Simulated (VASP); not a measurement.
# TiSi16 (a cell with a defect) in VASP: notebook

TiSi16 (a cell with a defect) is run at these levels: PBE; tasks: single point.

Everything below comes from runs of VASP 6.6.1. Logs are shortened: lines on timing, memory, paths and dates and some standing lists are left out, and cuts for length are marked.

## Step 1: The cell of the first run

The cell holds a defect, 17 atoms: a = 7.679 Å, b = 7.679 Å, c = 7.679 Å, α = 60.00°, β = 60.00°, γ = 60.00°.

## Step 2: Single point, PBE

The input, INCAR:

```
SYSTEM = TiSi16
PREC = Accurate ; ENCUT = 520
EDIFF = 1E-7 ; ISMEAR = 0
SIGMA = 0.02 ; LREAL = Auto
LASPH = .TRUE. ; NELM = 80
ALGO = Normal ; ISIF = 2
LWAVE = .FALSE. ; LCHARG = .FALSE.
GGA = PE ; NBANDS = 52
```

The input, KPOINTS:

```
regular mesh
0
G
  2 2 2
  0 0 0
```

The input, POSCAR:

```
TiSi16
1.0
    0.0000000000      5.4300000000      5.4300000000
    5.4300000000      0.0000000000      5.4300000000
    5.4300000000      5.4300000000      0.0000000000
Si Ti
16 1
Direct
   -0.0232376611      0.0071459484      0.0076825967
    0.1254591160      0.1095499079      0.1507099448
    0.0265295580     -0.0576078269      0.5153061694
    0.1253469613      0.1093440147      0.6142000000
    0.0090063536      0.4822516575      0.0099463168
    0.1184679558      0.6318622468      0.1243926335
    0.0090411602      0.4819669429      0.4979695212
    0.1506601289      0.5691593923      0.6395903315
    0.5193197053      0.0074220994      0.0080723757
    0.6174921731      0.1704091160      0.1062816759
    0.5188591160      0.0072127072      0.4655471455
    0.6619303867      0.1095961326      0.6142511971
    0.4934768877      0.5409039595     -0.0175724678
    0.6355043278      0.6323726519      0.1244111418
    0.5210158379      0.4822907919      0.4979173112
    0.6354633517      0.6319095764      0.6073732965
    0.3546954880      0.9585903315      0.8434881215
```

Potentials or basis: VASP PAW PBE potentials, release 64 (Si, Ti_sv).

Launch:

```bash
$ cat potpaw_PBE.64/Si/POTCAR potpaw_PBE.64/Ti_sv/POTCAR > POTCAR
$ mpirun -np 1 vasp_std > vasp.out
```

OUTCAR:

```text
SYSTEM = TiSi16
   PREC = Accurate
   ENCUT = 520
   EDIFF = 1E-7
   ISMEAR = 0
   LREAL = Auto
   LASPH = .TRUE.
   NELM = 80
   ISIF = 2
   GGA = PE

 ion  position               nearest neighbor table
   1  0.977  0.007  0.008-  10 2.27   6 2.36  17 2.42   4 2.47   2 2.48
   2  0.125  0.110  0.151-   3 2.31   5 2.34   9 2.48   1 2.48  17 2.56
   3  0.027  0.942  0.515-   2 2.31  12 2.31   4 2.31   8 2.34
   4  0.125  0.109  0.614-   3 2.31   7 2.34   1 2.47  11 2.47  17 2.56
   5  0.009  0.482  0.010-   8 2.33   2 2.34   6 2.35  14 2.35
   6  0.118  0.632  0.124-   5 2.35   7 2.35   1 2.36  13 2.36
   7  0.009  0.482  0.498-   8 2.34   4 2.34   6 2.35  16 2.35
   8  0.151  0.569  0.640-   5 2.33  15 2.33   7 2.34   3 2.34
   9  0.519  0.007  0.008-  10 2.27  14 2.35  17 2.43  12 2.48   2 2.48
  10  0.617  0.170  0.106-  11 2.27   1 2.27   9 2.27  13 2.32
  11  0.519  0.007  0.466-  10 2.27  16 2.36  17 2.42   4 2.47  12 2.48
  12  0.662  0.110  0.614-   3 2.31  15 2.34   9 2.48  11 2.48  17 2.56
  13  0.493  0.541  0.982-  10 2.32   6 2.36  16 2.36  14 2.36  17 2.62
  14  0.636  0.632  0.124-   5 2.35  15 2.35   9 2.35  13 2.36
  15  0.521  0.482  0.498-   8 2.33  12 2.34  16 2.35  14 2.35
  16  0.635  0.632  0.607-  15 2.35   7 2.35  11 2.36  13 2.36
  17  0.355  0.959  0.843-  11 2.42   1 2.42   9 2.43   2 2.56  12 2.56   4 2.56  13 2.62

  LATTYP: Found a face centered cubic cell.
 ALAT       =    10.8600000000

  Lattice vectors:

 A1 = (   0.0000000000,   5.4300000000,   5.4300000000)
 A2 = (   5.4300000000,   0.0000000000,   5.4300000000)
 A3 = (   5.4300000000,   5.4300000000,   0.0000000000)

Analysis of symmetry for initial positions (statically):
=====================================================================
 Subroutine PRICEL returns:
 Original cell was already a primitive cell.

 Routine SETGRP: Setting up the symmetry group for a
 face centered cubic supercell.

 Subroutine GETGRP returns: Found  1 space group operations
 (whereof  1 operations were pure point group operations)
 out of a pool of 48 trial point group operations.

The static configuration has the point symmetry C_1 .

Analysis of symmetry for dynamics (positions and initial velocities):
=====================================================================
 Subroutine PRICEL returns:
 Original cell was already a primitive cell.

 Routine SETGRP: Setting up the symmetry group for a
 face centered cubic supercell.

 Subroutine GETGRP returns: Found  1 space group operations
 (whereof  1 operations were pure point group operations)
 out of a pool of 48 trial point group operations.

The dynamic configuration has the point symmetry C_1 .

 Subroutine INISYM returns: Found  1 space group operations
 (whereof  1 operations are pure point group operations),
 and found     1 'primitive' translations

----------------------------------------------------------------------------------------

                                     Primitive cell

  volume of cell :     320.2060

  direct lattice vectors                    reciprocal lattice vectors
     0.000000000  5.430000000  5.430000000    -0.092081031  0.092081031  0.092081031
     5.430000000  0.000000000  5.430000000     0.092081031 -0.092081031  0.092081031
     5.430000000  5.430000000  0.000000000     0.092081031  0.092081031 -0.092081031

  length of vectors
     7.679179644  7.679179644  7.679179644     0.159489025  0.159489025  0.159489025

  position of ions in fractional coordinates (direct lattice)
     0.976762339  0.007145948  0.007682597
     0.125459116  0.109549908  0.150709945
     0.026529558  0.942392173  0.515306169
     0.125346961  0.109344015  0.614200000
     0.009006354  0.482251658  0.009946317
     0.118467956  0.631862247  0.124392634
[... 9 lines left out ...]
     0.635463352  0.631909576  0.607373297
     0.354695488  0.958590331  0.843488122

  ion indices of the primitive-cell ions
   primitive index   ion index
                 1           1
                 2           2
                 3           3
                 4           4
                 5           5
                 6           6
[... 9 lines left out ...]
                16          16
                17          17

----------------------------------------------------------------------------------------

 KPOINTS: regular mesh

Automatic generation of k-mesh.
 Grid dimensions read from file:
 generate k-points for:    2    2    2

 Generating k-lattice:

  Cartesian coordinates                     Fractional coordinates (reciprocal lattice)
    -0.046040516  0.046040516  0.046040516     0.500000000  0.000000000  0.000000000
     0.046040516 -0.046040516  0.046040516     0.000000000  0.500000000  0.000000000
     0.046040516  0.046040516 -0.046040516     0.000000000  0.000000000  0.500000000

  Length of vectors
     0.079744512  0.079744512  0.079744512

  Shift w.r.t. Gamma in fractional coordinates (k-lattice)
     0.000000000  0.000000000  0.000000000

 Subroutine IBZKPT returns following result:
 ===========================================

 Found      8 irreducible k-points:

 Following reciprocal coordinates:
            Coordinates               Weight
  0.000000  0.000000  0.000000      1.000000
  0.500000  0.000000  0.000000      1.000000
  0.000000  0.500000  0.000000      1.000000
  0.000000  0.000000  0.500000      1.000000
  0.500000  0.500000  0.500000      1.000000
  0.500000  0.500000  0.000000      1.000000
  0.000000  0.500000  0.500000      1.000000
  0.500000  0.000000  0.500000      1.000000
   k-points           NKPTS =      8   k-points in BZ     NKDIM =      8   number of bands    NBANDS=     52
   number of dos      NEDOS =    301   number of ions     NIONS =     17
   total plane-waves  NPLWV = 216000
   dimension x,y,z NGX =    60 NGY =   60 NGZ =   60
   dimension x,y,z NGXF=   120 NGYF=  120 NGZF=  120
   ions per type =              16   1
   NGX,Y,Z   is equivalent  to a cutoff of  12.99, 12.99, 12.99 a.u.
   NGXF,Y,Z  is equivalent  to a cutoff of  25.98, 25.98, 25.98 a.u.
 SYSTEM =  TiSi16
   PREC   = accura    normal or accurate (medium, high low for compatibility)
   ISTART =      0    job   : 0-new  1-cont  2-samecut
   ICHARG =      2    charge: 1-file 2-atom 10-const
   ISPIN  =      1    spin polarized calculation?
   LNONCOLLINEAR =      F non collinear calculations
   LSORBIT =      F    spin-orbit coupling
   LASPH  =      T    aspherical Exc in radial PAW
   ENCUT  =  520.0 eV  38.22 Ry    6.18 a.u.  14.28 14.28 14.28*2*pi/ulx,y,z
   NELM   =     80;   NELMIN=  2; NELMDL= -5     # of ELM steps
   EDIFF  = 0.1E-06   stopping-criterion for ELM
   LREAL  =      T    real-space projection
   EDIFFG = 0.1E-05   stopping-criterion for IOM
   NSW    =      0    number of steps for IOM
   IBRION =     -1    ionic relax: 0-MD 1-quasi-New 2-CG
   NFREE  =      0    steps in history (QN), initial steepest desc. (CG)
   ISIF   =      2    stress and relaxation
   ISYM   =      2    0-nonsym 1-usesym 2-fastsym
   POTIM  = 0.5000    time-step for ionic-motion
   TEBEG  =    0.0;   TEEND  =   0.0 temperature during run
   PSTRESS=    0.0 pullay stress
   NELECT =      76.0000    total number of electrons
   NUPDOWN=      -1.0000    fix difference up-down
   EMIN   =  10.00;   EMAX   =-10.00  energy-range for DOS
   EFERMI =   0.00;   METHOD = LEGACY
   ISMEAR =     0;   SIGMA  =   0.02  broadening in eV -4-tet -1-fermi 0-gaus
   EFERMI_NEDOS =   21; number of points for ismear=-14 and -15
   IALGO  =     38    algorithm
   IMIX   =      4    mixing-type and parameters
     AMIX     =   0.40;   BMIX     =  1.00
     AMIX_MAG =   1.60;   BMIX_MAG =  1.00
  volume/ion in A,a.u.               =      18.84       127.11
  Fermi-wavevector in a.u.,A,eV,Ry     =   1.013607  1.915439 13.978610  1.027399
  Thomas-Fermi vector in A             =   2.146786
   LORBIT       =      0    0 simple, 1 ext, 2 COOP (PROOUT), +10 PAW based schemes
   GGA     = PE    functional components
   LHFCALC =     F    Hartree Fock is set to
   AEXX    =    0.0000 exact exchange contribution
   IVDW    =     0    specifies the selected vdW correction
   LEPSILON=     F    determine dielectric tensor
   LRPA    =     F    only Hartree local field effects (RPA)
 non-spin polarized calculation
 Gauss-broadening in eV      SIGMA  =   0.02
  energy-cutoff  :      520.00
  volume of cell :      320.21
 maximum number of plane-waves:      8646
 NGX is ok and might be reduce to    60
   NGX = 29   NGY = 29   NGZ = 29

 number of electron      76.0000001 magnetization

 Free energy of the ion-electron system (eV)
  ---------------------------------------------------
  ext. energy  EPLUGINS =         0.00000000
  ---------------------------------------------------
  free energy    TOTEN  =       -91.32087524 eV

  energy without entropy =      -91.31488242  energy(sigma->0) =      -91.31787883

 E-fermi :   6.8971     XC(G=0):  -9.7651

 val. band max:        6.8881540396   @ k =   0.0000   0.0000   0.0000
 cond. band min:       6.9220606808   @ k =   0.5000   0.5000   0.0000
 fundamental gap:      0.0339066412
 Fermi energy:         6.8970982096

 k-point     1 :       0.0000    0.0000    0.0000
  band No.  band energies     occupation
      1     -49.9595      2.00000
      2     -26.3994      2.00000
      3     -26.2847      2.00000
      4     -26.2842      2.00000
      5      -5.6861      2.00000
      6      -3.4919      2.00000
[... 42 lines left out ...]
     49       8.2799      0.00000
     50       8.6727      0.00000

 k-point     2 :       0.5000    0.0000    0.0000
  band No.  band energies     occupation
      1     -49.9595      2.00000
      2     -26.3994      2.00000
      3     -26.2847      2.00000
      4     -26.2842      2.00000
      5      -4.9551      2.00000
      6      -4.7863      2.00000
[... 310 lines left out ...]
 k-point     8 :       0.5000    0.0000    0.5000
  band No.  band energies     occupation
      1     -49.9595      2.00000
      2     -26.3994      2.00000
      3     -26.2847      2.00000
      4     -26.2842      2.00000
      5      -4.6380      2.00000
      6      -4.5673      2.00000
[... 42 lines left out ...]
     49       9.8987      0.00000
     50      10.4845      0.00000
 [bands above 50 left out]

------------------------ aborting loop because EDIFF is reached ----------------------------------------

  FORCE on cell =-STRESS in cart. coord.  units (eV):
  Direction    XX          YY          ZZ          XY          YZ          ZX
  --------------------------------------------------------------------------------------
  -------------------------------------------------------------------------------------
  Total        8.3595242      8.3961738      8.3410481      1.0646554      1.0605152     -1.1742514
  in kB       41.8275720     42.0109517     41.7351254      5.3270916      5.3063759     -5.8754643
  external PRESSURE =      41.8578830 kB  Pullay stress =       0.0000000 kB

 VOLUME and BASIS-vectors are now :
 -----------------------------------------------------------------------------
  energy-cutoff  :      520.00
  volume of cell :      320.21
      direct lattice vectors                 reciprocal lattice vectors
     0.000000000  5.430000000  5.430000000    -0.092081031  0.092081031  0.092081031
     5.430000000  0.000000000  5.430000000     0.092081031 -0.092081031  0.092081031
     5.430000000  5.430000000  0.000000000     0.092081031  0.092081031 -0.092081031

 POSITION                                       TOTAL-FORCE (eV/Angst)
 -----------------------------------------------------------------------------------
      0.08052      5.34554      5.34262         0.107479     -0.112619      0.142668
      1.41321      1.49960      1.27610        -0.031164     -0.098994      0.100612
      7.91530      2.94217      5.26124         0.092948     -0.092938      0.091666
      3.92884      4.01574      1.27437         0.101204      0.030786      0.101309
      2.67264      0.10291      2.66753         0.030290     -0.093173      0.091839
      4.10646      1.31873      4.07429         0.064122     -0.062614      0.049374
[... 9 lines left out ...]
      6.72931      6.74860      6.88183         0.049758     -0.062942      0.064587
      9.78529      6.50614      7.13114        -1.162616      1.176587     -1.151977
 -----------------------------------------------------------------------------------
    total drift:                               -0.008841      0.011376      0.012972

  FREE ENERGIE OF THE ION-ELECTRON SYSTEM (eV)
  ---------------------------------------------------
  free  energy   TOTEN  =       -91.3208752354 eV

  energy  without entropy=      -91.3148824221  energy(sigma->0) =      -91.31787883
```

Run time: 3.4 min. Hardware: 1 thread of Intel Xeon 6975P-C (Granite Rapids), shared host; peak memory 0.49 GiB.

What came out:

* Free energy: -91.3209 eV
* Pressure: 4.2 GPa
* Largest force: 2.016 eV/Å
* Band gap on the k mesh: zero (band 38 reaches 6.92 eV, above the bottom of band 39 at 6.61 eV)

Forces in eV/Å, atoms in the order of the input:
```
Si   0.107 -0.113  0.143
Si  -0.031 -0.099  0.101
Si   0.093 -0.093  0.092
Si   0.101  0.031  0.101
Si   0.030 -0.093  0.092
Si   0.064 -0.063  0.049
Si   0.093 -0.032  0.093
Si   0.130 -0.134  0.132
Si   0.103 -0.148  0.102
Si   0.026 -0.025  0.029
Si   0.147 -0.109  0.102
Si   0.100 -0.099 -0.033
Si  -0.009  0.017 -0.009
Si   0.064 -0.058  0.064
Si   0.093 -0.095  0.029
Si   0.050 -0.063  0.065
Ti  -1.163  1.177 -1.152
```

Stress tensor (GPa, compression positive):
```
 4.18  0.53 -0.59
 0.53  4.20  0.53
-0.59  0.53  4.17
```

Caveat: the k points lie up to 0.50 Å⁻¹ apart.

## Step 3: Single point, PBE

The input, INCAR:

```
SYSTEM = TiSi16
ALGO = Normal ; EDIFF = 1E-7
ENCUT = 520 ; GGA = PE
ISIF = 2 ; ISMEAR = 0
LASPH = .True. ; LCHARG = .False.
LREAL = Auto ; LWAVE = .False.
NBANDS = 52 ; NELM = 80
PREC = Accurate ; SIGMA = 0.02
```

The input, KPOINTS:

```
k-points
0
Gamma
  2 2 2
  0 0 0
```

The input, POSCAR:

```
TiSi16
1.0
    0.0000000000      5.4300000000      5.4300000000
    5.4300000000      0.0000000000      5.4300000000
    5.4300000000      5.4300000000      0.0000000000
Si Ti
16 1
Direct
   -0.0221729282      0.0010263352      0.0107670350
    0.1198024862      0.1039104052      0.1601849908
    0.0226459484     -0.0607516575      0.5192094843
    0.1200895948      0.1034755985      0.6167247698
    0.0035021179      0.4786511050      0.0175382136
    0.1181809392      0.6283256906      0.1267236648
    0.0035299263      0.4784439227      0.5002903315
    0.1459164825      0.5685540516      0.6426757827
    0.5141720074      0.0014033149      0.0107394107
    0.6133367403      0.1676378453      0.1099581031
    0.5141453039      0.0010578269      0.4744478821
    0.6636239411      0.1039723757      0.6163819521
    0.4886507366      0.5407398711     -0.0146061694
    0.6299955801      0.6285874770      0.1267176796
    0.5208321363      0.4786652855      0.5002273481
    0.6299778085      0.6283444751      0.6149264273
    0.2860777164      1.1492033149      0.7826569061
```

Potentials or basis: VASP PAW PBE potentials, release 64 (Si, Ti_sv).

Launch:

```bash
$ cat potpaw_PBE.64/Si/POTCAR potpaw_PBE.64/Ti_sv/POTCAR > POTCAR
$ mpirun -np 1 vasp_std > vasp.out
```

Run time: 3.1 min. Hardware: 1 thread of Intel Xeon 6975P-C (Granite Rapids), shared host; peak memory 0.49 GiB.

Results (log left out):

```yaml
Free_energy: -91.2851 eV
Pressure: 4.2 GPa
Largest_force: 1.970 eV/Å
Band_gap_on_the_k_mesh: zero (band 38 reaches 6.92 eV, above the bottom of band 39 at 6.61 eV)
```

Forces on the atoms (eV/Å):
```
Si  -0.096  0.101  0.027
Si  -0.126  0.099 -0.107
Si  -0.028  0.034 -0.029
Si  -0.103  0.122 -0.108
Si  -0.052  0.066 -0.068
Si  -0.093  0.096 -0.034
Si  -0.066  0.053 -0.067
Si   0.021 -0.020  0.022
Si  -0.101 -0.029 -0.103
Si  -0.089  0.084 -0.090
Si   0.029  0.103 -0.098
Si  -0.105  0.101 -0.126
Si  -0.128  0.130 -0.130
Si  -0.093  0.030 -0.094
Si  -0.066  0.066 -0.054
Si  -0.031  0.095 -0.094
Ti   1.128 -1.130  1.154
```

Stress tensor (GPa, compression positive):
```
 4.23  0.55 -0.55
 0.55  4.22  0.55
-0.55  0.55  4.23
```

Levels at points of the mesh, in eV from the Fermi level:
| k point | band 34 | band 35 | band 36 | band 37 | band 38 | band 39 | band 40 | band 41 | band 42 | band 43 |
| --- | --- | --- | --- | --- | --- | --- | --- | --- | --- | --- |
| (0.00, 0.00, 0.00) | -1.16 | -1.16 | -0.76 | -0.63 | -0.28 | -0.28 | -0.02 | -0.01 | 0.11 | 0.55 |
| (0.50, 0.00, 0.00) | -1.70 | -1.37 | -1.32 | -0.27 | -0.01 | 0.12 | 0.56 | 0.63 | 0.75 | 0.94 |
| (0.00, 0.50, 0.00) | -2.10 | -1.35 | -1.35 | -0.26 | -0.22 | -0.22 | 0.70 | 0.70 | 0.73 | 1.22 |
| (0.00, 0.00, 0.50) | -1.70 | -1.37 | -1.32 | -0.27 | -0.01 | 0.12 | 0.56 | 0.63 | 0.75 | 0.94 |
| (0.50, 0.50, 0.50) | -1.70 | -1.37 | -1.33 | -0.27 | -0.01 | 0.12 | 0.56 | 0.63 | 0.75 | 0.94 |
| (0.50, 0.50, 0.00) | -2.06 | -1.89 | -1.79 | -0.29 | 0.03 | 0.32 | 0.77 | 0.88 | 1.04 | 1.37 |
| (0.00, 0.50, 0.50) | -2.06 | -1.89 | -1.79 | -0.29 | 0.03 | 0.32 | 0.77 | 0.88 | 1.04 | 1.37 |
| (0.50, 0.00, 0.50) | -2.06 | -1.89 | -1.79 | -0.29 | 0.03 | 0.32 | 0.77 | 0.88 | 1.04 | 1.37 |

Caveat: the k points lie up to 0.50 Å⁻¹ apart.
